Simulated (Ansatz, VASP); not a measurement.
TiC: VASP beside Ansatz

```
Ti C
1.0
     0.00000    2.10887    2.10887
     2.10887    0.00000    2.10887
     2.10887    2.10887    0.00000
Ti C
1 1
Direct
  0.00000 0.00000 0.00000
  0.50000 0.50000 0.50000
```

Alike in both runs: task single point; functional LDA; k mesh 16 × 16 × 16; occupations gaussian, width 0.1 eV; no spin polarisation.

|  | VASP | Ansatz |
| --- | --- | --- |
| version | VASP 6.6.1 | Ansatz 0.2.0 |
| potentials or method | VASP PAW LDA potentials, release 64 (Ti_sv, C), cutoff 600 eV | scalar-relativistic, plane waves, PAW |
| valence electrons in the cell | 16 | 16 |

```csv
,VASP,Ansatz,Ansatz less VASP
gap on the k mesh at the Fermi level (eV),none,none,-
pressure (GPa),9.8,9.1,-0.63
```

Ansatz warns that its potentials were made for another functional, while VASP's fit it. LDA's correlation is that of Perdew and Zunger in VASP and of Perdew and Wang (1992) in Ansatz. A gap of «none» marks a metal or a gap that the smearing closes.
